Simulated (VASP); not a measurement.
Set up this calculation in VASP 6.6.1, as the native input.

```
Task                   : single point
Functional             : PBE
Potentials or basis    : VASP PAW PBE potentials, release 64 (Sc_sv)
Cutoff                 : 520 eV
k mesh                 : 12 × 12 × 4
Occupations            : fermi-dirac, width 0.1 eV
Spin                   : no spin polarisation
Dipole correction      : no
Further INCAR settings : ALGO = Normal; EDIFF = 1e-07; NBANDS = 30
```

The structure of Sc lies in POSCAR:

```
Sc
1.0
    3.2513552793      0.0000000000      0.0000000000
   -1.6256776396      2.8157562686      0.0000000000
    0.0000000000      0.0000000000     10.3776227576
Sc
4
Direct
    0.0000000000      1.0000000000      0.0000000000
    0.0000000000      1.0000000000      0.5000000000
    0.3333333333      0.6666666667      0.2500000000
    0.6666666667      0.3333333333      0.7500000000
```

This cell differs from its parent crystal: volume scaled by 0.96.

One way to write it, as run:

INCAR

```
SYSTEM = Sc
  PREC = Accurate
  ENCUT = 520
  EDIFF = 1E-7
  ISMEAR = -1
  SIGMA = 0.1
  LREAL = .FALSE.
  LASPH = .TRUE.
  NELM = 80
  ALGO = Normal
  ISIF = 2
  LWAVE = .FALSE.
  LCHARG = .FALSE.
  GGA = PE
  NBANDS = 30
```

KPOINTS

```
regular mesh
0
G
  12 12 4
  0 0 0
```

Potentials or basis: VASP PAW PBE potentials, release 64 (Sc_sv).

Launch:

```bash
$ cat potpaw_PBE.64/Sc_sv/POTCAR > POTCAR
$ mpirun -np 1 vasp_std > vasp.out
```

Results of the run:

```yaml
Pressure: 2.3 GPa
Band_gap_on_the_k_mesh: zero (band 22 reaches 4.78 eV, above the bottom of band 23 at 3.55 eV)
```

It took 120 s on 1 thread of Intel Xeon 6975P-C, with other jobs on the host, peak memory 0.27 GiB.
